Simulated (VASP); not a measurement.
Write the native input for VASP 6.6.1 that does the following.

```yaml
Task: single point
Functional: PBE
Potentials_or_basis: VASP PAW PBE potentials, release 64 (Si, Hg)
Cutoff: 520 eV
k_mesh: 10 × 10 × 10
Occupations: gaussian, width 0.1 eV
Spin: no spin polarisation
Dipole_correction: no
Further_INCAR_settings: ALGO = Normal; EDIFF = 1e-06; NBANDS = 22
```

The structure of Si4Hg lies in POSCAR:

```
Si4Hg
1.0
   -3.0271395568      3.0271395568      3.0271395568
    3.0271395568     -3.0271395568      3.0271395568
    3.0271395568      3.0271395568     -3.0271395568
Si Hg
4 1
Direct
    0.5000000000      0.5000000000      0.5000000000
    0.0000000000      0.0000000000      0.5000000000
    0.0000000000      0.5000000000      0.0000000000
    0.5000000000      0.0000000000      0.0000000000
    0.0000000000      0.0000000000      0.0000000000
```

One way to write it, as run:

INCAR

```
SYSTEM = Si4Hg
PREC = Accurate
ENCUT = 520
EDIFF = 1E-6
ISMEAR = 0
SIGMA = 0.1
LREAL = .False.
LASPH = .True.
NELM = 100
ALGO = Normal
ISIF = 2
LWAVE = .False.
LCHARG = .True.
GGA = PE
LELF = .True.
LVHAR = .True.
NBANDS = 22
```

KPOINTS

```
regular mesh
0
Gamma
  10 10 10
  0 0 0
```

Potentials or basis: VASP PAW PBE potentials, release 64 (Si, Hg).

The run is started by

```bash
$ cat potpaw_PBE.64/Si/POTCAR potpaw_PBE.64/Hg/POTCAR > POTCAR
$ mpirun -np 1 vasp_std > vasp.out
```

Results of the run:

```yaml
Pressure: 0.2 GPa
Band_gap_on_the_k_mesh: zero (band 14 reaches 5.47 eV, above the bottom of band 15 at 2.75 eV)
```

Caveat: spin-orbit coupling is left out, which moves the levels of the heavy elements.

It took 46 s on 1 thread of Intel(R) Xeon(R) 6975P-C (Granite Rapids), with other jobs on the host, peak memory 0.29 GiB.
